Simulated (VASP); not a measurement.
# Si (a cell with a defect) in VASP: further runs

Runs on Si (a cell with a defect). Level: PBE+D3(BJ). Tasks: single point.

All numbers are computed with VASP 6.6.1; they aren't measurements. Logs are shortened: lines on timing, memory, paths and dates and some standing lists are left out, and cuts for length are marked.

### 1 The cell of the first run

The cell holds a defect, 63 atoms: a = 10.860 Å, b = 10.860 Å, c = 10.860 Å, α = 90.00°, β = 90.00°, γ = 90.00°.

### 2 Single point, PBE+D3(BJ)

INCAR reads:

```
SYSTEM = Si
PREC = Accurate
ENCUT = 520
EDIFF = 1E-7
ISMEAR = -1
SIGMA = 0.02
LREAL = Auto
LASPH = .True.
NELM = 100
ALGO = Normal
ISIF = 2
LWAVE = .False.
LCHARG = .False.
GGA = PE
IVDW = 12
NBANDS = 163
NELECT = 250.0
```

KPOINTS reads:

```
Automatic mesh
0
Gamma
  1 1 1
  0 0 0
```

POSCAR reads:

```
Si
1.0
   10.8600000000      0.0000000000      0.0000000000
    0.0000000000     10.8600000000      0.0000000000
    0.0000000000      0.0000000000     10.8600000000
Si
63
Direct
    0.5006764619      0.0002077351      0.0000474812
    0.6248402697      0.1253731281      0.1251990169
    0.7506978249      0.2494704151      0.0016490997
    0.8748144040      0.3753322701      0.1252041602
    0.7505863880      0.0017854397      0.2493758359
    0.8747862714      0.1253273381      0.3751374517
    0.0007268845     -0.0004183100     -0.0005065590
    0.1270064079      0.1237347219      0.1235878938
    0.2497688820      0.2511312230      0.0000485950
    0.3748757632      0.3753821438      0.1251817387
    0.4991534605      0.5010797530      0.0016567260
    0.6248666780      0.6252414194      0.1252507786
    0.7491191275      0.7503490588      0.0001656083
    0.8765417133      0.8732947105      0.1235521027
    0.2498039950      0.0001583874      0.2509241274
    0.3749496229      0.1253364994      0.3750849550
    0.5000020887      0.2505206496      0.2503013395
    0.6248570195      0.3752314082      0.3752088036
    0.7496765296      0.5000956769      0.2503762883
    0.8748761248      0.6252098686      0.3751513113
    0.4992136168      0.0018593756      0.5008526779
    0.6250069676      0.1253411968      0.6251413079
    0.7497936743      0.2505070605      0.5000484481
    0.8748777535      0.3753867088      0.6252046004
    0.7491255019      0.0001281551      0.7503097119
    0.8765750169      0.1236222473      0.8730704836
   -0.0000518279      0.4995494457      0.0000841407
    0.1228381834      0.6268822213      0.1235593577
    0.2493622398      0.7509119533     -0.0004261732
    0.3733906872      0.8774004885      0.1236104478
   -0.0016527461      0.2495064663      0.2493691252
    0.1248553949      0.3752151557      0.3751879311
    0.2513009782      0.5010435203      0.2494469381
    0.3748283639      0.6252720317      0.3751827846
    0.4990414244      0.7487627110      0.2493976884
    0.6248532482      0.8752440900      0.3750800826
   -0.0000336785      0.0002194058      0.4993328114
    0.1227515128      0.1238422349      0.6266231061
    0.2514905015      0.2495835928      0.5009170547
    0.3750276764      0.3754342246      0.6250725490
    0.5001186192      0.5002359418      0.4999639644
    0.6249476644      0.6253425267      0.6251608640
    0.7506904248      0.7488222486      0.5008659936
    0.8763969224      0.8774321881      0.6266407462
    0.2494254759     -0.0000440626      0.7505224445
    0.3733768664      0.1237921419      0.8772236158
    0.4991838730      0.2495809023      0.7485946090
    0.6248717506      0.3752640201      0.8751887491
    0.7506028343      0.5010717925      0.7487345021
    0.8764063106      0.6268473659      0.8772367870
   -0.0000485915      0.7503417730      0.2509440105
    0.1248530900      0.8752582417      0.3751328294
   -0.0015805882      0.5010733626      0.5009505347
    0.1269411609      0.6268918687      0.6267477668
    0.2497279939      0.7504234656      0.4993900038
    0.3733491962      0.8732493406      0.6266630877
    0.0000026108      0.2511443401      0.7502983501
    0.1249070980      0.3753800935      0.8751563716
    0.2498486149      0.4995866234      0.7502365160
    0.3733495124      0.6268571265      0.8731139910
    0.5006613003      0.7504125263      0.7502718335
    0.6248989325      0.8752328956      0.8752200634
    0.0003226218      0.7508637545      0.7507067372
```

Potentials or basis: VASP PAW PBE potentials, release 64 (Si).

Started as:

```
$ cat potpaw_PBE.64/Si/POTCAR > POTCAR
$ mpirun -np 1 vasp_gam > vasp.out
```

OUTCAR:

```text
SYSTEM = Si
   PREC = Accurate
   ENCUT = 520
   EDIFF = 1E-7
   ISMEAR = -1
   LREAL = Auto
   LASPH = .True.
   NELM = 100
   ISIF = 2
   GGA = PE
   IVDW = 12
   NELECT = 250.0
 IVDW          = 12

 ion  position               nearest neighbor table
   1  0.501  0.000  0.000-  30 2.34  46 2.34  62 2.35   2 2.35
   2  0.625  0.125  0.125-   3 2.34   5 2.34   1 2.35  17 2.35
   3  0.751  0.249  0.002-   2 2.34   4 2.34  48 2.37  26 2.38
   4  0.875  0.375  0.125-  31 2.34   3 2.34  27 2.35  19 2.35
   5  0.751  0.002  0.249-   6 2.34   2 2.34  36 2.37  14 2.38
   6  0.875  0.125  0.375-   5 2.34  31 2.34  37 2.35  23 2.35
   7  0.001  1.000  0.999-   8 2.35  14 2.35  26 2.35
   8  0.127  0.124  0.124-   9 2.34  15 2.34   7 2.35  31 2.38
   9  0.250  0.251  0.000-   8 2.34  46 2.34  58 2.35  10 2.35
  10  0.375  0.375  0.125-  11 2.34  33 2.34   9 2.35  17 2.35
  11  0.499  0.501  0.002-  12 2.34  10 2.34  48 2.37  60 2.38
  12  0.625  0.625  0.125-  11 2.34  35 2.34  13 2.35  19 2.35
  13  0.749  0.750  0.000-  50 2.34  14 2.34  62 2.35  12 2.35
[... 33 lines left out ...]
  47  0.499  0.250  0.749-  22 2.34  40 2.34  48 2.37  46 2.38
  48  0.625  0.375  0.875-  47 2.37  49 2.37  11 2.37   3 2.37
  49  0.751  0.501  0.749-  24 2.34  42 2.34  48 2.37  50 2.38
  50  0.876  0.627  0.877-  27 2.34  13 2.34  63 2.35  49 2.38
  51  1.000  0.750  0.251-  28 2.34  14 2.34  52 2.35  20 2.35
[... 9 lines left out ...]
  61  0.501  0.750  0.750-  60 2.34  56 2.34  62 2.35  42 2.35
  62  0.625  0.875  0.875-  61 2.35   1 2.35  25 2.35  13 2.35
  63  0.000  0.751  0.751-  50 2.35  54 2.35  44 2.35

  LATTYP: Found a simple cubic cell.
 ALAT       =    10.8600000000

  Lattice vectors:

 A1 = (  10.8600000000,   0.0000000000,   0.0000000000)
 A2 = (   0.0000000000,  10.8600000000,   0.0000000000)
 A3 = (   0.0000000000,   0.0000000000,  10.8600000000)

Analysis of symmetry for initial positions (statically):
=====================================================================
 Subroutine PRICEL returns:
 Original cell was already a primitive cell.

 Routine SETGRP: Setting up the symmetry group for a
 simple cubic supercell.

 Subroutine GETGRP returns: Found  1 space group operations
 (whereof  1 operations were pure point group operations)
 out of a pool of 48 trial point group operations.

The static configuration has the point symmetry C_1 .

Analysis of symmetry for dynamics (positions and initial velocities):
=====================================================================
 Subroutine PRICEL returns:
 Original cell was already a primitive cell.

 Routine SETGRP: Setting up the symmetry group for a
 simple cubic supercell.

 Subroutine GETGRP returns: Found  1 space group operations
 (whereof  1 operations were pure point group operations)
 out of a pool of 48 trial point group operations.

The dynamic configuration has the point symmetry C_1 .

 Subroutine INISYM returns: Found  1 space group operations
 (whereof  1 operations are pure point group operations),
 and found     1 'primitive' translations

----------------------------------------------------------------------------------------

                                     Primitive cell

  volume of cell :    1280.8241

  direct lattice vectors                    reciprocal lattice vectors
    10.860000000  0.000000000  0.000000000     0.092081031  0.000000000  0.000000000
     0.000000000 10.860000000  0.000000000     0.000000000  0.092081031  0.000000000
     0.000000000  0.000000000 10.860000000     0.000000000  0.000000000  0.092081031

  length of vectors
    10.860000000 10.860000000 10.860000000     0.092081031  0.092081031  0.092081031

  position of ions in fractional coordinates (direct lattice)
     0.500676462  0.000207735  0.000047481
     0.624840270  0.125373128  0.125199017
     0.750697825  0.249470415  0.001649100
     0.874814404  0.375332270  0.125204160
     0.750586388  0.001785440  0.249375836
     0.874786271  0.125327338  0.375137452
[... 55 lines left out ...]
     0.624898933  0.875232896  0.875220063
     0.000322622  0.750863755  0.750706737

  ion indices of the primitive-cell ions
   primitive index   ion index
                 1           1
                 2           2
                 3           3
                 4           4
                 5           5
                 6           6
[... 55 lines left out ...]
                62          62
                63          63

----------------------------------------------------------------------------------------

 KPOINTS: Automatic mesh

Automatic generation of k-mesh.
 Grid dimensions read from file:
 generate k-points for:    1    1    1

 Generating k-lattice:

  Cartesian coordinates                     Fractional coordinates (reciprocal lattice)
     0.092081031  0.000000000  0.000000000     1.000000000  0.000000000  0.000000000
     0.000000000  0.092081031  0.000000000     0.000000000  1.000000000  0.000000000
     0.000000000  0.000000000  0.092081031     0.000000000  0.000000000  1.000000000

  Length of vectors
     0.092081031  0.092081031  0.092081031

  Shift w.r.t. Gamma in fractional coordinates (k-lattice)
     0.000000000  0.000000000  0.000000000

 Subroutine IBZKPT returns following result:
 ===========================================

 Found      1 irreducible k-points:

 Following reciprocal coordinates:
            Coordinates               Weight
  0.000000  0.000000  0.000000      1.000000
   k-points           NKPTS =      1   k-points in BZ     NKDIM =      1   number of bands    NBANDS=    163
   number of dos      NEDOS =    301   number of ions     NIONS =     63
   total plane-waves  NPLWV = 592704
   dimension x,y,z NGX =    84 NGY =   84 NGZ =   84
   dimension x,y,z NGXF=   168 NGYF=  168 NGZF=  168
   ions per type =              63
   NGX,Y,Z   is equivalent  to a cutoff of  12.86, 12.86, 12.86 a.u.
   NGXF,Y,Z  is equivalent  to a cutoff of  25.72, 25.72, 25.72 a.u.
 SYSTEM =  Si
   PREC   = accura    normal or accurate (medium, high low for compatibility)
   ISTART =      0    job   : 0-new  1-cont  2-samecut
   ICHARG =      2    charge: 1-file 2-atom 10-const
   ISPIN  =      1    spin polarized calculation?
   LNONCOLLINEAR =      F non collinear calculations
   LSORBIT =      F    spin-orbit coupling
   LASPH  =      T    aspherical Exc in radial PAW
   ENCUT  =  520.0 eV  38.22 Ry    6.18 a.u.  20.19 20.19 20.19*2*pi/ulx,y,z
   NELM   =    100;   NELMIN=  2; NELMDL= -5     # of ELM steps
   EDIFF  = 0.1E-06   stopping-criterion for ELM
   LREAL  =      T    real-space projection
   EDIFFG = 0.1E-05   stopping-criterion for IOM
   NSW    =      0    number of steps for IOM
   IBRION =     -1    ionic relax: 0-MD 1-quasi-New 2-CG
   NFREE  =      0    steps in history (QN), initial steepest desc. (CG)
   ISIF   =      2    stress and relaxation
   ISYM   =      2    0-nonsym 1-usesym 2-fastsym
   POTIM  = 0.5000    time-step for ionic-motion
   TEBEG  =    0.0;   TEEND  =   0.0 temperature during run
   PSTRESS=    0.0 pullay stress
   NELECT =     250.0000    total number of electrons
   NUPDOWN=      -1.0000    fix difference up-down
   EMIN   =  10.00;   EMAX   =-10.00  energy-range for DOS
   EFERMI =   0.00;   METHOD = LEGACY
   ISMEAR =    -1;   SIGMA  =   0.02  broadening in eV -4-tet -1-fermi 0-gaus
   EFERMI_NEDOS =   21; number of points for ismear=-14 and -15
   IALGO  =     38    algorithm
   IMIX   =      4    mixing-type and parameters
     AMIX     =   0.40;   BMIX     =  1.00
     AMIX_MAG =   1.60;   BMIX_MAG =  1.00
  volume/ion in A,a.u.               =      20.33       137.20
  Fermi-wavevector in a.u.,A,eV,Ry     =   0.949639  1.794557 12.269916  0.901813
  Thomas-Fermi vector in A             =   2.077940
   LORBIT       =      0    0 simple, 1 ext, 2 COOP (PROOUT), +10 PAW based schemes
   GGA     = PE    functional components
   LHFCALC =     F    Hartree Fock is set to
   AEXX    =    0.0000 exact exchange contribution
   IVDW    =    12    specifies the selected vdW correction
   LEPSILON=     F    determine dielectric tensor
   LRPA    =     F    only Hartree local field effects (RPA)
 non-spin polarized calculation
  energy-cutoff  :      520.00
  volume of cell :     1280.82
 maximum number of plane-waves:     17229
 NGX is ok and might be reduce to    84
   NGX = 41   NGY = 41   NGZ = 41

 number of electron     249.9999981 magnetization

 Free energy of the ion-electron system (eV)
  ---------------------------------------------------
  ext. energy  EPLUGINS =         0.00000000
  ---------------------------------------------------
  free energy    TOTEN  =      -344.47091355 eV

  energy without entropy =     -344.47091355  energy(sigma->0) =     -344.47091355

 E-fermi :   5.8459     XC(G=0):  -9.3004

 val. band max:        5.4014161149   @ k =   0.0000   0.0000   0.0000
 cond. band min:       6.2901750676   @ k =   0.0000   0.0000   0.0000
 fundamental gap:      0.8887589526
 Fermi energy:         5.8458924978

 k-point     1 :       0.0000    0.0000    0.0000
  band No.  band energies     occupation
      1      -6.2000      2.00000
      2      -5.1550      2.00000
      3      -5.1545      2.00000
      4      -5.1538      2.00000
      5      -5.1421      2.00000
      6      -5.1418      2.00000
[... 129 lines left out ...]
    136       6.8914      0.00000
    137       6.9176      0.00000
 [bands above 137 left out]

------------------------ aborting loop because EDIFF is reached ----------------------------------------

 Edisp (eV)  -19.96156

 E6    (eV) :   -11.6862

 E8    (eV) :    -8.2754

  FORCE on cell =-STRESS in cart. coord.  units (eV):
  Direction    XX          YY          ZZ          XY          YZ          ZX
  --------------------------------------------------------------------------------------
  -------------------------------------------------------------------------------------
  Total     -21.63202   -21.63471   -21.63174     0.04170    -0.02015     0.00643
  in kB     -27.05941   -27.06277   -27.05906     0.05216    -0.02520     0.00805
  external pressure =      -27.06 kB  Pullay stress =        0.00 kB

 VOLUME and BASIS-vectors are now :
 -----------------------------------------------------------------------------
  energy-cutoff  :      520.00
  volume of cell :     1280.82
      direct lattice vectors                 reciprocal lattice vectors
    10.860000000  0.000000000  0.000000000     0.092081031  0.000000000  0.000000000
     0.000000000 10.860000000  0.000000000     0.000000000  0.092081031  0.000000000
     0.000000000  0.000000000 10.860000000     0.000000000  0.000000000  0.092081031

 POSITION                                       TOTAL-FORCE (eV/Angst)
 -----------------------------------------------------------------------------------
      5.43735      0.00226      0.00052        -0.000622      0.006627      0.001316
      6.78577      1.36155      1.35966         0.003841     -0.004869     -0.003745
      8.15258      2.70925      0.01791         0.002484     -0.000922     -0.001846
      9.50048      4.07611      1.35972         0.003705     -0.006350     -0.003687
      8.15137      0.01939      2.70822         0.005113      0.000382     -0.004570
      9.50018      1.36105      4.07399         0.004714     -0.002770     -0.001247
[... 55 lines left out ...]
      6.78640      9.50503      9.50489         0.001299      0.000130     -0.001715
      0.00350      8.15438      8.15268         0.000394     -0.001113     -0.006218
 -----------------------------------------------------------------------------------
    total drift:                                0.016757     -0.041006     -0.020044

  FREE ENERGIE OF THE ION-ELECTRON SYSTEM (eV)
  ---------------------------------------------------
  free  energy   TOTEN  =      -364.4324758514 eV

  energy  without entropy=     -364.4324758502  energy(sigma->0) =     -364.43247585
```

Run time: 4.5 min. Hardware: 1 thread of AMD EPYC 9R45 (Zen 5), shared host; peak memory 0.95 GiB.

What came out:

| Item | Value |
| --- | --- |
| Free energy | -364.4325 eV |
| Largest force | 0.012 eV/Å |
| Dispersion energy per atom | -0.317 eV |

Forces in eV/Å, atoms in the order of the input:
```
Si  -0.001  0.007  0.001
Si   0.004 -0.005 -0.004
Si   0.002 -0.001 -0.002
Si   0.004 -0.006 -0.004
Si   0.005  0.000 -0.005
Si   0.005 -0.003 -0.001
Si  -0.007  0.005 -0.001
Si   0.003  0.002  0.003
Si   0.005 -0.006  0.002
Si   0.001 -0.005 -0.001
Si  -0.003  0.000  0.004
Si   0.002  0.000 -0.001
Si   0.005  0.005 -0.001
Si  -0.006 -0.008  0.006
Si  -0.001  0.006 -0.001
Si  -0.003 -0.004  0.005
Si  -0.002  0.000 -0.004
Si   0.004  0.004 -0.003
Si   0.001  0.004  0.001
Si  -0.002  0.001  0.000
Si  -0.004 -0.001  0.006
Si  -0.005 -0.005  0.001
Si   0.001  0.001  0.003
Si  -0.001 -0.006 -0.003
Si   0.002  0.007 -0.001
Si  -0.004  0.007  0.001
Si   0.001  0.001  0.001
Si  -0.003  0.001  0.007
Si   0.000 -0.002  0.007
Si  -0.005  0.001 -0.001
Si   0.000 -0.002 -0.002
Si   0.001  0.002 -0.002
Si   0.002  0.002 -0.005
Si   0.003 -0.002 -0.002
Si   0.000 -0.002 -0.002
Si   0.003  0.000  0.003
Si  -0.001  0.006  0.000
Si   0.001  0.004  0.001
Si  -0.001 -0.002  0.000
Si  -0.006 -0.010  0.004
Si   0.000  0.011  0.003
Si  -0.002 -0.004 -0.004
Si  -0.001 -0.004  0.002
Si   0.002 -0.002  0.004
Si   0.002  0.001  0.001
Si  -0.002  0.006  0.001
Si  -0.004 -0.003  0.001
Si   0.005 -0.002 -0.001
Si   0.002  0.001 -0.005
Si  -0.003  0.002  0.006
Si   0.000  0.004 -0.009
Si   0.001  0.002 -0.001
Si  -0.002  0.000  0.002
Si   0.002  0.000  0.000
Si   0.003  0.000  0.005
Si   0.004  0.000 -0.001
Si  -0.003 -0.008 -0.003
Si   0.000 -0.003 -0.001
Si  -0.004 -0.002  0.002
Si   0.003  0.003 -0.005
Si  -0.004  0.002 -0.002
Si   0.001  0.000 -0.002
Si   0.000 -0.001 -0.006
```

Caveat: the k points lie up to 0.58 Å⁻¹ apart; the cell carries a net charge on a neutralising background, which shifts energy and pressure; the cell is charged against a uniform background, so pressure and absolute levels hang on convention.

(Part 1 of 3 ends here.)
